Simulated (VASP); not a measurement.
The system is Nb.

```
CELL_PARAMETERS angstrom
-1.66395 1.66395 1.66395
1.66395 -1.66395 1.66395
1.66395 1.66395 -1.66395
ATOMIC_POSITIONS crystal
Nb 0.00000 0.00000 0.00000
```

- Program: VASP 6.6.1
- Task: relaxation of cell and atoms
- Functional: LDA
- Potentials or basis: VASP PAW LDA potentials, release 64 (Nb_sv)
- Cutoff: 600 eV
- k mesh: 18 × 18 × 18
- Occupations: methfessel-paxton, width 0.05 eV
- Spin: no spin polarisation

At the start: pressure -12.4 GPa; volume 18.43 Å³/atom.

Problem. How do energy, volume and symmetry change on relaxing?

Solution. Over 4 steps the energy falls by 53.3 meV/atom and the volume is 17.13 Å³/atom (-7.1 %); space group Im-3m (No. 229, to 0.05 Å).

The path:
```csv
step,energy change (eV),largest force (eV/Å),pressure (GPa),volume (Å³)
1,0.0000,0.0000,-12.37,18.43
2,0.1555,0.0000,33.70,14.89
3,-0.0533,0.0000,-0.43,17.16
4,-0.0533,0.0000,-0.06,17.13
```

Final structure:
```
CELL_PARAMETERS angstrom
-1.62383 1.62383 1.62383
1.62383 -1.62383 1.62383
1.62383 1.62383 -1.62383
ATOMIC_POSITIONS crystal
Nb 0.00000 0.00000 0.00000
```
